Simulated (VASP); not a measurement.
# MgTe (P6_3mc) in VASP: single point with HSE06

Aim: the single point of MgTe with HSE06.

Everything below comes from runs of VASP 6.6.1. Logs are shortened: lines on timing, memory, paths and dates and some standing lists are left out, and cuts for length are marked.

## 1. The cell of the first run

Symmetry: P6_3mc, No. 186, hexagonal system. Conventional cell: a = 4.669 Å, b = 4.669 Å, c = 7.334 Å, α = 90.00°, β = 90.00°, γ = 120.00°. Mg (site symmetry 3m) has 4 Te at 2.81 to 2.83 Å within 3.7 Å. Te (site symmetry 3m) has 4 Mg at 2.81 to 2.83 Å within 3.7 Å.

## 2. Single point, HSE06 (epitaxial xy strain +2.0%)

File POSCAR:

```
MgTe
1.0
    4.6691883571      0.0000000000      0.0000000000
   -2.3345941786      4.0436357323      0.0000000000
    0.0000000000      0.0000000000      7.3343599320
Mg Te
2 2
Direct
    0.3333333333      0.6666666667     -0.0041461445
    0.6666666667      0.3333333333      0.4958538555
    0.3333333333      0.6666666667      0.3791461445
    0.6666666667      0.3333333333      0.8791461445
```

File INCAR.step1:

```
SYSTEM = MgTe
PREC = Accurate ; ENCUT = 520
EDIFF = 1E-5 ; ISMEAR = 0
SIGMA = 0.01 ; LREAL = .False.
LASPH = .True. ; NELM = 120
ALGO = Normal ; ISIF = 2
LWAVE = .True. ; LCHARG = .False.
GGA = PE ; NBANDS = 16
GGA_COMPAT = .False.
```

File INCAR.step2:

```
SYSTEM = MgTe
PREC = Accurate ; ENCUT = 520
EDIFF = 1E-6 ; ISMEAR = 0
SIGMA = 0.01 ; LREAL = .False.
LASPH = .True. ; NELM = 120
ALGO = Normal ; ISIF = 2
LWAVE = .False. ; LCHARG = .False.
GGA = PE ; LHFCALC = .True.
HFSCREEN = 0.2079 ; PRECFOCK = Normal
ISTART = 1 ; NBANDS = 16
GGA_COMPAT = .False.
```

File KPOINTS:

```
Automatic mesh
0
Gamma
  6 6 2
  0 0 0
```

Potentials or basis: VASP PAW PBE potentials, release 64 (Mg, Te).

The run is started by

```bash
$ cat potpaw_PBE.64/Mg/POTCAR potpaw_PBE.64/Te/POTCAR > POTCAR
$ cp INCAR.step1 INCAR
$ mpirun -np 1 vasp_std > vasp.out
$ cp INCAR.step2 INCAR
$ mpirun -np 1 vasp_std > vasp.out
```

OUTCAR:

```text
SYSTEM = MgTe
   PREC = Accurate
   ENCUT = 520
   EDIFF = 1E-6
   ISMEAR = 0
   LREAL = .False.
   LASPH = .True.
   NELM = 120
   ISIF = 2
   GGA = PE
   LHFCALC = .True.
   HFSCREEN = 0.2079
   PRECFOCK = Normal
   ISTART = 1

 ion  position               nearest neighbor table
   1  0.333  0.667  0.996-   3 2.81   4 2.83   4 2.83   4 2.83
   2  0.667  0.333  0.496-   4 2.81   3 2.83   3 2.83   3 2.83
   3  0.333  0.667  0.379-   1 2.81   2 2.83   2 2.83   2 2.83
   4  0.667  0.333  0.879-   2 2.81   1 2.83   1 2.83   1 2.83

  LATTYP: Found a hexagonal cell.
 ALAT       =     4.6691883571
 C/A-ratio  =     1.5707997560

  Lattice vectors:

 A1 = (   4.6691883571,   0.0000000000,   0.0000000000)
 A2 = (  -2.3345941786,   4.0436357323,   0.0000000000)
 A3 = (   0.0000000000,   0.0000000000,   7.3343599320)

Analysis of symmetry for initial positions (statically):
=====================================================================
 Subroutine PRICEL returns:
 Original cell was already a primitive cell.

 Routine SETGRP: Setting up the symmetry group for a
 hexagonal supercell.

 Subroutine GETGRP returns: Found 12 space group operations
 (whereof  6 operations were pure point group operations)
 out of a pool of 24 trial point group operations.

The static configuration has the point symmetry C_3v.
 The point group associated with its full space group is C_6v.

Analysis of symmetry for dynamics (positions and initial velocities):
=====================================================================
 Subroutine PRICEL returns:
 Original cell was already a primitive cell.

 Routine SETGRP: Setting up the symmetry group for a
 hexagonal supercell.

 Subroutine GETGRP returns: Found 12 space group operations
 (whereof  6 operations were pure point group operations)
 out of a pool of 24 trial point group operations.

The dynamic configuration has the point symmetry C_3v.
 The point group associated with its full space group is C_6v.

 Subroutine INISYM returns: Found 12 space group operations
 (whereof  6 operations are pure point group operations),
 and found     1 'primitive' translations

----------------------------------------------------------------------------------------

                                     Primitive cell

[... 91 lines left out ...]
   POTIM  = 0.5000    time-step for ionic-motion
   TEBEG  =    0.0;   TEEND  =   0.0 temperature during run
   PSTRESS=    0.0 pullay stress
   NELECT =      16.0000    total number of electrons
   NUPDOWN=      -1.0000    fix difference up-down
   EMIN   =  10.00;   EMAX   =-10.00  energy-range for DOS
   EFERMI =   0.00;   METHOD = LEGACY
   ISMEAR =     0;   SIGMA  =   0.01  broadening in eV -4-tet -1-fermi 0-gaus
   EFERMI_NEDOS =   21; number of points for ismear=-14 and -15
   IALGO  =     38    algorithm
   IMIX   =      1    mixing-type and parameters
     AMIX     =   0.40;   BMIX     =  1.00
     AMIX_MAG =   1.60;   BMIX_MAG =  1.00
  volume/ion in A,a.u.               =      34.62       233.62
  Fermi-wavevector in a.u.,A,eV,Ry     =   0.797363  1.506798  8.650426  0.635788
  Thomas-Fermi vector in A             =   1.904066
   LORBIT       =      0    0 simple, 1 ext, 2 COOP (PROOUT), +10 PAW based schemes
   GGA     = PE    functional components
   LHFCALC =     T    Hartree Fock is set to
   PRECFOCK=normal    Normal, Fast or Accurate (Low or Medium for compatibility)
   ENCUT4O =  -1.0   cutoff for four orbital integrals eV
   NKREDX  =     1    reduce k-point grid by
   NKREDY  =     1    reduce k-point grid by
   NKREDZ  =     1    reduce k-point grid by
   AEXX    =    0.2500 exact exchange contribution
   HFSCREEN=    0.2079 screening length (either q_TF or 0.3 A-1)
   HFSCREENC=   0.2079 screening length for correlation (either q_TF or 0.3 A-1)
   ENCUTFOCK=  -1.0 apply spherical cutoff to Coloumb kernel
   IVDW    =     0    specifies the selected vdW correction
   LEPSILON=     F    determine dielectric tensor
   LRPA    =     F    only Hartree local field effects (RPA)
 non-spin polarized calculation
 Gauss-broadening in eV      SIGMA  =   0.01
  energy-cutoff  :      520.00
  volume of cell :      138.48
 maximum number of plane-waves:      3760
 NGX is ok and might be reduce to    36
  NGX = 28; NGY = 28; NGZ = 42

 number of electron      15.9999999 magnetization

 Free energy of the ion-electron system (eV)
  ---------------------------------------------------
  ext. energy  EPLUGINS =         0.00000000
  ---------------------------------------------------
  free energy    TOTEN  =       -15.09589316 eV

  energy without entropy =      -15.09589316  energy(sigma->0) =      -15.09589316

 E-fermi :   1.3636     XC(G=0):  -6.5187

 val. band max:        1.3009477326   @ k =   0.0000   0.0000   0.0000
 cond. band min:       4.2645256280   @ k =   0.0000   0.0000   0.0000
 fundamental gap:      2.9635778954
 Fermi energy:         1.3635863341

 k-point     1 :       0.0000    0.0000    0.0000
  band No.  band energies     occupation
      1      -9.8844      2.00000
      2      -9.1821      2.00000
      3      -2.2011      2.00000
      4       0.5276      2.00000
      5       0.5276      2.00000
      6       1.1050      2.00000
[... 243 lines left out ...]
      3      -1.9864      2.00000
      4      -1.9864      2.00000
      5      -0.8206      2.00000
      6      -0.8206      2.00000
[... 8 lines left out ...]
     15       9.3557      0.00000
     16       9.3557      0.00000

------------------------ aborting loop because EDIFF is reached ----------------------------------------

  FORCE on cell =-STRESS in cart. coord.  units (eV):
  Direction    XX          YY          ZZ          XY          YZ          ZX
  --------------------------------------------------------------------------------------
  -------------------------------------------------------------------------------------
  Total       -1.2740450     -1.2740450     -0.2302745      0.0000000      0.0000000      0.0000000
  in kB      -14.7407540    -14.7407540     -2.6642861      0.0000000      0.0000000      0.0000000
  external PRESSURE =     -10.7152647 kB  Pullay stress =       0.0000000 kB

 VOLUME and BASIS-vectors are now :
 -----------------------------------------------------------------------------
  energy-cutoff  :      520.00
  volume of cell :      138.48
      direct lattice vectors                 reciprocal lattice vectors
     4.669188357  0.000000000  0.000000000     0.214169985  0.123651098  0.000000000
    -2.334594179  4.043635732  0.000000000     0.000000000  0.247302197  0.000000000
     0.000000000  0.000000000  7.334359932     0.000000000  0.000000000  0.136344549

 POSITION                                       TOTAL-FORCE (eV/Angst)
 -----------------------------------------------------------------------------------
     -0.00000      2.69576      7.30395         0.000000      0.000000      0.003154
      2.33459      1.34788      3.63677        -0.000000      0.000000      0.003154
     -0.00000      2.69576      2.78079        -0.000000      0.000000     -0.003154
      2.33459      1.34788      6.44797         0.000000     -0.000000     -0.003154
 -----------------------------------------------------------------------------------
    total drift:                               -0.000000     -0.000000     -0.000454

  FREE ENERGIE OF THE ION-ELECTRON SYSTEM (eV)
  ---------------------------------------------------
  free  energy   TOTEN  =       -15.0958931560 eV

  energy  without entropy=      -15.0958931560  energy(sigma->0) =      -15.09589316
```

OSZICAR.step1:

```text
N       E                     dE             d eps       ncg     rms          rms(c)
DAV:   1     0.534503564086E+02    0.53450E+02   -0.52178E+03   448   0.760E+02
DAV:   2    -0.858588209344E+01   -0.62036E+02   -0.56768E+02   616   0.112E+02
DAV:   3    -0.131108673595E+02   -0.45250E+01   -0.45086E+01   624   0.318E+01
DAV:   4    -0.131972836318E+02   -0.86416E-01   -0.86413E-01   592   0.531E+00
DAV:   5    -0.131981937362E+02   -0.91010E-03   -0.91010E-03   624   0.541E-01    0.397E+00
DAV:   6    -0.128404336174E+02    0.35776E+00   -0.41717E-01   456   0.265E+00    0.263E+00
DAV:   7    -0.127916491219E+02    0.48784E-01   -0.30834E-01   544   0.228E+00    0.126E+00
DAV:   8    -0.127978271114E+02   -0.61780E-02   -0.18954E-02   496   0.690E-01    0.256E-01
DAV:   9    -0.127975964214E+02    0.23069E-03   -0.65687E-04   552   0.155E-01    0.114E-01
DAV:  10    -0.127979874502E+02   -0.39103E-03   -0.55748E-04   480   0.111E-01    0.435E-02
DAV:  11    -0.127979750107E+02    0.12439E-04   -0.53665E-05   568   0.313E-02    0.836E-03
DAV:  12    -0.127979819310E+02   -0.69203E-05   -0.11048E-05   448   0.164E-02
   1 F= -.12797982E+02 E0= -.12797982E+02  d E =-.854881E-18
```

It took 26 min on 1 thread of Intel Xeon Platinum 8259CL at 2.50GHz (Skylake/Cascade Lake), shared host; peak memory 0.38 GiB.

What came out:

```yaml
Free_energy: -15.0959 eV
Pressure: -1.1 GPa
Largest_force: 0.003 eV/Å
Band_gap_on_the_k_mesh: 2.96 eV
```

Forces in eV/Å, atoms in the order of the input:
```
Mg   0.000  0.000  0.003
Mg   0.000  0.000  0.003
Te   0.000  0.000 -0.003
Te   0.000  0.000 -0.003
```

Stress tensor (GPa, compression positive):
```
-1.47  0.00  0.00
 0.00 -1.47  0.00
 0.00  0.00 -0.27
```

Levels at points of the mesh, in eV from the valence-band top:
```tsv
k point	band 5	band 6	band 7	band 8	band 9	band 10	band 11	band 12
(0.00, 0.00, 0.00)	-0.77	-0.20	-0.20	0.00	2.96	3.35	5.88	5.88
(0.50, 0.00, 0.00)	-2.17	-1.52	-1.12	-0.61	3.68	4.51	5.08	6.21
(0.00, 0.00, 0.50)	-0.50	-0.50	-0.50	-0.50	3.92	3.92	6.15	6.15
(0.50, 0.00, 0.50)	-1.11	-1.11	-0.96	-0.96	3.88	3.88	4.99	4.99
```

Caveat: the k points lie up to 0.43 Å⁻¹ apart; the cell differs from its parent crystal (epitaxial xy strain +2.0%); the structure was generated, so it needn't be the stable form of MgTe; the PAW data sets were made with another functional, which shifts forces and pressure a little; spin-orbit coupling is left out, which moves the levels of the heavy elements.
